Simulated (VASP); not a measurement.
# AsHF (Pmmm) in VASP: further runs

The runs below take AsHF through single point, relaxation of cell and atoms, with PBE.

All numbers are computed with VASP 6.6.1; they aren't measurements. Logs are shortened: lines on timing, memory, paths and dates and some standing lists are left out, and cuts for length are marked.

### 1 The cell of the first run

Symmetry: Pmmm, No. 47, orthorhombic system. Conventional cell: a = 2.285 Å, b = 4.309 Å, c = 4.884 Å, α = 90.00°, β = 90.00°, γ = 90.00°. H (site symmetry mmm) has 2 H at 2.29 Å and 2 F at 2.44 Å within 3.0 Å. As (site symmetry mmm) has 2 F at 2.15 Å and 2 As at 2.29 Å within 2.9 Å. Within 2.9 Å of F (site symmetry mmm) lie 2 As at 2.15 Å and 2 F at 2.29 Å and 2 H at 2.44 Å.

The cell was built from a structure type or drawn by symmetry, and may not be a known phase.

### 2 Single point, PBE

Contents of INCAR:

```
SYSTEM = AsHF
ALGO     = Normal         ! electronic algorithm
EDIFF    = 1E-6           ! SCF threshold, eV
ENCUT    = 600            ! plane-wave cutoff, eV
GGA      = PE             ! functional
GGA_COMPAT= .False.      
ISIF     = 2              ! what is computed and relaxed
ISMEAR   = 0              ! smearing method
LASPH    = .True.         ! aspherical terms in the spheres
LCHARG   = .False.        ! write CHGCAR
LREAL    = .False.        ! projectors in reciprocal space
LWAVE    = .False.        ! write WAVECAR
NBANDS   = 14             ! bands
NELM     = 120            ! most SCF steps
PREC     = Accurate       ! precision mode
SIGMA    = 0.1            ! smearing width, eV
```

Contents of KPOINTS:

```
k-points
0
Gamma
  8 4 4
  0 0 0
```

Contents of POSCAR:

```
AsHF
1.0
    2.2851212300      0.0000000000      0.0000000000
    0.0000000000      4.3085233500      0.0000000000
    0.0000000000      0.0000000000      4.8840615000
H As F
1 1 1
Direct
    0.0000000000      0.0000000000      0.0000000000
    0.0000000000      0.5000000000      0.5000000000
    0.0000000000      0.0000000000      0.5000000000
```

Potentials or basis: VASP PAW PBE potentials, release 64 (H, As, F).

On the command line:

```sh
cat potpaw_PBE.64/H/POTCAR potpaw_PBE.64/As/POTCAR potpaw_PBE.64/F/POTCAR > POTCAR
mpirun -np 1 vasp_std > vasp.out
```

OUTCAR:

```text
SYSTEM = AsHF
   EDIFF = 1E-6
   ENCUT = 600
   GGA = PE
   ISIF = 2
   ISMEAR = 0
   LASPH = .True.
   LREAL = .False.
   NELM = 120
   PREC = Accurate

 ion  position               nearest neighbor table
   1  0.000  0.000  0.000-
   2  0.000  0.500  0.500-   3 2.15   3 2.15
   3  0.000  0.000  0.500-   2 2.15   2 2.15

  LATTYP: Found a simple orthorhombic cell.
 ALAT       =     2.2851212300
 B/A-ratio  =     1.8854681727
 C/A-ratio  =     2.1373314623

  Lattice vectors:

 A1 = (   2.2851212300,   0.0000000000,   0.0000000000)
 A2 = (   0.0000000000,   4.3085233500,   0.0000000000)
 A3 = (   0.0000000000,   0.0000000000,   4.8840615000)

Analysis of symmetry for initial positions (statically):
=====================================================================
 Subroutine PRICEL returns:
 Original cell was already a primitive cell.

 Routine SETGRP: Setting up the symmetry group for a
 simple orthorhombic supercell.

 Subroutine GETGRP returns: Found  8 space group operations
 (whereof  8 operations were pure point group operations)
 out of a pool of  8 trial point group operations.

The static configuration has the point symmetry D_2h.

Analysis of symmetry for dynamics (positions and initial velocities):
=====================================================================
 Subroutine PRICEL returns:
 Original cell was already a primitive cell.

 Routine SETGRP: Setting up the symmetry group for a
 simple orthorhombic supercell.

 Subroutine GETGRP returns: Found  8 space group operations
 (whereof  8 operations were pure point group operations)
 out of a pool of  8 trial point group operations.

The dynamic configuration has the point symmetry D_2h.

 Subroutine INISYM returns: Found  8 space group operations
 (whereof  8 operations are pure point group operations),
 and found     1 'primitive' translations

----------------------------------------------------------------------------------------

                                     Primitive cell

  volume of cell :      48.0860

  direct lattice vectors                    reciprocal lattice vectors
     2.285121230  0.000000000  0.000000000     0.437613544  0.000000000  0.000000000
     0.000000000  4.308523350  0.000000000     0.000000000  0.232098081  0.000000000
     0.000000000  0.000000000  4.884061500     0.000000000  0.000000000  0.204747627

  length of vectors
[... 93 lines left out ...]
   TEBEG  =    0.0;   TEEND  =   0.0 temperature during run
   PSTRESS=    0.0 pullay stress
   NELECT =      13.0000    total number of electrons
   NUPDOWN=      -1.0000    fix difference up-down
   EMIN   =  10.00;   EMAX   =-10.00  energy-range for DOS
   EFERMI =   0.00;   METHOD = LEGACY
   ISMEAR =     0;   SIGMA  =   0.10  broadening in eV -4-tet -1-fermi 0-gaus
   EFERMI_NEDOS =   21; number of points for ismear=-14 and -15
   IALGO  =     38    algorithm
   IMIX   =      4    mixing-type and parameters
     AMIX     =   0.40;   BMIX     =  1.00
     AMIX_MAG =   1.60;   BMIX_MAG =  1.00
  volume/ion in A,a.u.               =      16.03       108.17
  Fermi-wavevector in a.u.,A,eV,Ry     =   1.058562  2.000392 15.246059  1.120554
  Thomas-Fermi vector in A             =   2.193876
   LORBIT       =      0    0 simple, 1 ext, 2 COOP (PROOUT), +10 PAW based schemes
   GGA     = PE    functional components
   LHFCALC =     F    Hartree Fock is set to
   AEXX    =    0.0000 exact exchange contribution
   IVDW    =     0    specifies the selected vdW correction
   LEPSILON=     F    determine dielectric tensor
   LRPA    =     F    only Hartree local field effects (RPA)
 non-spin polarized calculation
 Gauss-broadening in eV      SIGMA  =   0.10
  energy-cutoff  :      600.00
  volume of cell :       48.09
 maximum number of plane-waves:      1640
   NGX =  9   NGY = 17   NGZ = 19

 number of electron      13.0000003 magnetization

 Free energy of the ion-electron system (eV)
  ---------------------------------------------------
  ext. energy  EPLUGINS =         0.00000000
  ---------------------------------------------------
  free energy    TOTEN  =        -8.69684482 eV

  energy without entropy =       -8.69329261  energy(sigma->0) =       -8.69506872

 E-fermi :   0.4723     XC(G=0):  -8.4006

 val. band max:        0.4631987053   @ k =   0.0000   0.5000   0.0000
 cond. band min:       0.5279933361   @ k =   0.2500   0.5000   0.5000
 fundamental gap:      0.0647946308
 Fermi energy:         0.4723012738

 k-point     1 :       0.0000    0.0000    0.0000
  band No.  band energies     occupation
      1     -22.7161      2.00000
      2     -12.2005      2.00000
      3      -7.0252      2.00000
      4      -4.3557      2.00000
      5      -1.7239      2.00000
      6      -1.0083      2.00000
      7      -0.7748      2.00000
      8       3.6646      0.00000
      9       7.3032      0.00000
     10       9.9242      0.00000
     11      10.7567      0.00000
     12      12.4881      0.00000
     13      13.5794      0.00000
     14      13.7368      0.00000
[... 377 lines left out ...]
      1     -21.8596      2.00000
      2      -9.1117      2.00000
      3      -4.9937      2.00000
      4      -3.8141      2.00000
      5      -3.1454      2.00000
      6      -0.8386      2.00000
      7       1.1911      0.00000
      8       2.2597      0.00000
      9       5.0601      0.00000
     10       9.4113      0.00000
     11      10.8348      0.00000
     12      11.2858      0.00000
     13      12.4406      0.00000
     14      14.0566      0.00000

 [... further k-points ...]

------------------------ aborting loop because EDIFF is reached ----------------------------------------

  FORCE on cell =-STRESS in cart. coord.  units (eV):
  Direction    XX          YY          ZZ          XY          YZ          ZX
  --------------------------------------------------------------------------------------
  -------------------------------------------------------------------------------------
  Total        7.2206664     -3.1730989      0.0650140      0.0000000      0.0000000      0.0000000
  in kB      240.5852741   -105.7244343      2.1662000      0.0000000      0.0000000      0.0000000
  external PRESSURE =      45.6756799 kB  Pullay stress =       0.0000000 kB

 VOLUME and BASIS-vectors are now :
 -----------------------------------------------------------------------------
  energy-cutoff  :      600.00
  volume of cell :       48.09
      direct lattice vectors                 reciprocal lattice vectors
     2.285121230  0.000000000  0.000000000     0.437613544  0.000000000  0.000000000
     0.000000000  4.308523350  0.000000000     0.000000000  0.232098081  0.000000000
     0.000000000  0.000000000  4.884061500     0.000000000  0.000000000  0.204747627

 POSITION                                       TOTAL-FORCE (eV/Angst)
 -----------------------------------------------------------------------------------
      0.00000      0.00000      0.00000         0.000000      0.000000      0.000000
      0.00000      2.15426      2.44203         0.000000      0.000000      0.000000
      0.00000      0.00000      2.44203         0.000000      0.000000      0.000000
 -----------------------------------------------------------------------------------
    total drift:                                0.000000      0.000000      0.000000

  FREE ENERGIE OF THE ION-ELECTRON SYSTEM (eV)
  ---------------------------------------------------
  free  energy   TOTEN  =        -8.6968448229 eV

  energy  without entropy=       -8.6932926110  energy(sigma->0) =       -8.69506872
```

OSZICAR:

```text
N       E                     dE             d eps       ncg     rms          rms(c)
DAV:   1     0.585185578128E+02    0.58519E+02   -0.58086E+03  1260   0.825E+02
DAV:   2    -0.604111834565E+01   -0.64560E+02   -0.60466E+02  1656   0.177E+02
DAV:   3    -0.956947065199E+01   -0.35284E+01   -0.35131E+01  1560   0.415E+01
DAV:   4    -0.958616670189E+01   -0.16696E-01   -0.16695E-01  1476   0.332E+00
DAV:   5    -0.958624480014E+01   -0.78098E-04   -0.78098E-04  1560   0.216E-01    0.624E+00
DAV:   6    -0.875428144304E+01    0.83196E+00   -0.43254E+00  1410   0.149E+01    0.298E+00
DAV:   7    -0.871372338211E+01    0.40558E-01   -0.19704E-01  1350   0.339E+00    0.169E+00
DAV:   8    -0.869655077130E+01    0.17173E-01   -0.54624E-02  1512   0.183E+00    0.146E-01
DAV:   9    -0.869667570748E+01   -0.12494E-03   -0.18561E-03  1452   0.294E-01    0.724E-02
DAV:  10    -0.869685668016E+01   -0.18097E-03   -0.35182E-04  1488   0.123E-01    0.248E-02
DAV:  11    -0.869684280791E+01    0.13872E-04   -0.34053E-05  1500   0.393E-02    0.792E-03
DAV:  12    -0.869684464421E+01   -0.18363E-05   -0.36384E-06  1398   0.128E-02    0.342E-03
DAV:  13    -0.869684482290E+01   -0.17869E-06   -0.11688E-06  1250   0.689E-03
   1 F= -.86968448E+01 E0= -.86950687E+01  d E =-.355221E-02
```

Run time: 25 s. Hardware: 1 thread of Intel Xeon Platinum 8488C (Sapphire Rapids), shared host; peak memory 0.19 GiB.

What came out:

* Free energy: -8.6968 eV
* Pressure: 4.6 GPa
* Band gap on the k mesh: zero (an odd number of electrons rules out a gap without spin polarisation)

Levels at points of the mesh, in eV from the Fermi level:
| k point | band 4 | band 5 | band 6 | band 7 | band 8 | band 9 |
| --- | --- | --- | --- | --- | --- | --- |
| (0.00, 0.00, 0.00) | -4.83 | -2.20 | -1.48 | -1.25 | 3.19 | 6.83 |
| (0.50, 0.00, 0.00) | -5.75 | -3.83 | -3.37 | 1.63 | 3.27 | 7.15 |
| (0.00, 0.50, 0.00) | -3.94 | -2.42 | -2.24 | -1.46 | -0.01 | 4.42 |
| (0.50, 0.50, 0.00) | -5.39 | -3.25 | -1.66 | 1.51 | 2.87 | 4.51 |
| (0.00, 0.00, 0.50) | -5.56 | -1.90 | -1.48 | -0.44 | 3.32 | 7.17 |
| (0.50, 0.00, 0.50) | -5.74 | -3.82 | -3.55 | 1.51 | 3.63 | 6.09 |
| (0.00, 0.50, 0.50) | -3.92 | -2.87 | -1.46 | -1.02 | -0.71 | 8.09 |
| (0.50, 0.50, 0.50) | -5.38 | -3.39 | -1.62 | 2.01 | 2.41 | 4.21 |

Caveat: the k points lie up to 0.36 Å⁻¹ apart, too coarse for converged energies and pressures of a metal; an odd number of electrons without spin polarisation forces a metal; a magnetic or distorted state may lie lower.

### 3 Single point, PBE

This run uses another cell than the first one, of 17.10 Å³/atom.

Contents of INCAR:

```
SYSTEM = AsHF
  PREC = Accurate
  ENCUT = 600
  EDIFF = 1E-6
  ISMEAR = 0
  SIGMA = 0.1
  LREAL = .FALSE.
  LASPH = .TRUE.
  NELM = 120
  ALGO = Normal
  ISIF = 2
  LWAVE = .FALSE.
  LCHARG = .TRUE.
  GGA = PE
  LELF = .TRUE.
  LVHAR = .TRUE.
  NBANDS = 14
  GGA_COMPAT = .FALSE.
```

Contents of KPOINTS:

```
Automatic mesh
0
G
  8 4 4
  0 0 0
```

Contents of POSCAR:

```
AsHF
1.0
    2.5059760104      0.0000000000      0.0000000000
    0.0000000000      4.0497885427      0.0000000000
    0.0000000000      0.0000000000      5.0539099042
H As F
1 1 1
Direct
    0.0000000000      0.0000000000      0.0000000000
    0.0000000000      0.5000000000      0.5000000000
    0.0000000000      0.0000000000      0.5000000000
```

Potentials or basis: VASP PAW PBE potentials, release 64 (H, As, F).

On the command line:

```sh
cat potpaw_PBE.64/H/POTCAR potpaw_PBE.64/As/POTCAR potpaw_PBE.64/F/POTCAR > POTCAR
mpirun -np 1 vasp_std > vasp.out
```

Wall time 23 s (1 thread of Intel Xeon Platinum 8488C (Sapphire Rapids), shared host); peak memory 0.19 GiB.

It converged, with:

- Free energy: -9.1016 eV
- Pressure: 0.1 GPa
- Band gap on the k mesh: zero (an odd number of electrons rules out a gap without spin polarisation)

Stress tensor (GPa, compression positive):
```
0.12 0.00 0.00
0.00 0.03 0.00
0.00 0.00 0.12
```

Levels at points of the mesh, in eV from the Fermi level:
```tsv
k point	band 4	band 5	band 6	band 7	band 8	band 9
(0.00, 0.00, 0.00)	-5.75	-3.56	-2.01	-0.94	4.33	7.49
(0.50, 0.00, 0.00)	-7.12	-4.83	-3.39	0.87	2.27	7.10
(0.00, 0.50, 0.00)	-4.31	-3.50	-2.03	-1.97	0.84	4.63
(0.50, 0.50, 0.00)	-5.20	-4.61	-2.29	0.85	1.63	4.06
(0.00, 0.00, 0.50)	-6.16	-3.56	-2.08	0.05	4.48	7.37
(0.50, 0.00, 0.50)	-7.08	-4.95	-3.37	0.59	2.89	5.30
(0.00, 0.50, 0.50)	-4.28	-3.50	-2.50	-1.09	0.16	7.92
(0.50, 0.50, 0.50)	-5.18	-4.71	-2.26	1.27	1.27	3.74
```

Caveat: the k points lie up to 0.39 Å⁻¹ apart, too coarse for converged energies and pressures of a metal; an odd number of electrons without spin polarisation forces a metal; a magnetic or distorted state may lie lower.

### 4 Relaxation of cell and atoms, PBE

Contents of INCAR:

```
ALGO = Normal
EDIFF = 1E-7
EDIFFG = -0.04
ENCUT = 600
GGA = PE
GGA_COMPAT = False
IBRION = 2
ISIF = 3
ISMEAR = 0
LASPH = True
LCHARG = False
LREAL = False
LWAVE = False
NELM = 120
NELMIN = 4
NSW = 90
PREC = Accurate
SIGMA = 0.1
```

Contents of KPOINTS:

```
k-points
0
Gamma
  8 4 4
```

Contents of POSCAR:

```
AsHF
1.0
    2.2851212300      0.0000000000      0.0000000000
    0.0000000000      4.3085233500      0.0000000000
    0.0000000000      0.0000000000      4.8840615000
H As F
1 1 1
Direct
    0.0000000000      0.0000000000      0.0000000000
    0.0000000000      0.5000000000      0.5000000000
    0.0000000000      0.0000000000      0.5000000000
```

On the command line:

```sh
cat potpaw_PBE.64/H/POTCAR potpaw_PBE.64/As/POTCAR potpaw_PBE.64/F/POTCAR > POTCAR
mpirun -np 1 vasp_std > vasp.out
```

Wall time 1.7 min (1 thread of Intel Xeon Platinum 8488C (Sapphire Rapids), shared host); peak memory 0.19 GiB.

The run converged. Its results:

- Free energy: -9.0981 eV
- Relaxed volume: 16.91 Å³/atom
- Relaxed cell: a = 2.507 Å, b = 4.055 Å, c = 4.991 Å, α = 90.00°, β = 90.00°, γ = 90.00°
- Space group after relaxing (to 0.1 Å): Pmmm (No. 47)
- Energy gained by relaxing: 133.7 meV/atom
- Ionic steps: 10
- Pressure after relaxing: 0.0 GPa
- Band gap on the k mesh: zero (an odd number of electrons rules out a gap without spin polarisation)

Stress tensor (GPa, compression positive):
```
 0.14  0.00  0.00
 0.00 -0.29  0.00
 0.00  0.00  0.28
```

The path:
| step | energy change (eV) | largest force (eV/Å) | pressure (GPa) | volume (Å³) |
| --- | --- | --- | --- | --- |
| 1 | 0.0000 | 0.0000 | 4.56 | 48.09 |
| 2 | -0.3882 | 0.0000 | -1.65 | 50.98 |
| 3 | -0.3894 | 0.0000 | -1.50 | 50.75 |
| 4 | -0.3895 | 0.0000 | -1.54 | 50.80 |
| 5 | -0.3976 | 0.0000 | 0.51 | 49.71 |
| 6 | -0.3984 | 0.0000 | 0.01 | 49.96 |
| 7 | -0.3992 | 0.0000 | 0.13 | 49.94 |
| 8 | -0.3995 | 0.0000 | 0.25 | 49.93 |
| 9 | -0.4000 | 0.0000 | 0.19 | 50.13 |
| 10 | -0.4012 | 0.0000 | 0.04 | 50.73 |

Final structure:
```yaml
crystal:
  lattice:
    - [2.50667, 0.00000, 0.00000]
    - [0.00000, 4.05500, 0.00000]
    - [0.00000, 0.00000, 4.99090]
  atoms:
    - { symbol: H, position: [0.00000, 0.00000, 0.00000] }
    - { symbol: As, position: [0.00000, 0.50000, 0.50000] }
    - { symbol: F, position: [0.00000, 0.00000, 0.50000] }
```

Levels at points of the mesh, in eV from the Fermi level:
```tsv
k point	band 2	band 3	band 4	band 5	band 6	band 7	band 8	band 9	band 10
(0.00, 0.00, 0.00)	-11.81	-8.68	-5.73	-3.54	-2.01	-0.91	4.31	7.48	9.01
(0.50, 0.00, 0.00)	-7.70	-7.31	-7.13	-4.80	-3.38	0.85	2.28	7.15	7.45
(0.00, 0.50, 0.00)	-13.64	-5.20	-4.30	-3.47	-2.06	-1.94	0.87	4.63	8.62
(0.50, 0.50, 0.00)	-10.26	-6.16	-5.19	-4.59	-2.29	0.82	1.65	4.07	8.02
(0.00, 0.00, 0.50)	-11.77	-8.67	-6.17	-3.54	-2.07	0.09	4.47	7.53	7.87
(0.50, 0.00, 0.50)	-7.70	-7.30	-7.08	-4.95	-3.37	0.59	2.91	5.27	7.54
(0.00, 0.50, 0.50)	-13.62	-5.49	-4.27	-3.47	-2.52	-1.06	0.16	8.06	8.59
(0.50, 0.50, 0.50)	-10.24	-6.15	-5.17	-4.70	-2.26	1.25	1.28	3.73	6.72
```

Caveat: the k points lie up to 0.39 Å⁻¹ apart in the final cell, too coarse for converged energies and pressures of a metal; an odd number of electrons without spin polarisation forces a metal; a magnetic or distorted state may lie lower.

### 5 The runs side by side

```tsv
task	cell	gap on the mesh (eV)	pressure (GPa)
single point	a = 2.285, b = 4.309, c = 4.884 Å, 3 atoms	none	4.6
single point	a = 2.506, b = 4.050, c = 5.054 Å, 3 atoms	none	0.1
relaxation of cell and atoms	relaxed from a = 2.285, b = 4.309, c = 4.884 Å, 3 atoms	none	0.0
```

Alike in all rows: level PBE; potentials or basis VASP PAW PBE potentials, release 64 (H, As, F); no spin polarisation; k mesh 8 × 4 × 4; cutoff (eV) 600; smearing gaussian 0.1 eV.

Caveats: all runs use coarse meshes; an odd number of electrons without spin polarisation forces a metal; a magnetic or distorted state may lie lower.

Total energies depend on the potentials used, so only differences within one code and one set of settings carry meaning.
